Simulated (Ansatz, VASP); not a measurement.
# One calculation of Al, two programs

```
Al
1.0
     2.85007    0.00000    0.00000
    -1.42503    2.46823    0.00000
     0.00000    0.00000    4.63732
Al
2
Direct
  0.66667 0.33333 0.75000
  0.33333 0.66667 0.25000
```

Alike in both runs: task relaxation of cell and atoms; functional PBEsol; k mesh 18 × 18 × 10; occupations fermi-dirac, width 0.15 eV; no spin polarisation.

```csv
,VASP,Ansatz
version,VASP 6.6.1,Ansatz 0.2.0
potentials or method,"VASP PAW PBE potentials, release 64 (Al), cutoff 600 eV","scalar-relativistic, plane waves, PAW"
valence electrons in the cell,6,6
```

Ansatz gave:

```
gap on the k mesh at the Fermi level, each at its own relaxed structure (eV)  : none
relaxed volume (Å³/atom)                                                      : 16.33
relaxed length of the cell vector where the two differ most in proportion (Å) : 4.675
```

Problem. Which values does VASP return?

Solution. gap on the k mesh at the Fermi level, each at its own relaxed structure (eV): none; relaxed volume (Å³/atom): 16.34; relaxed length of the cell vector where the two differ most in proportion (Å): 4.678.

VASP's potentials were made for PBE, not for PBEsol. A gap of «none» marks a metal or a gap that the smearing closes.
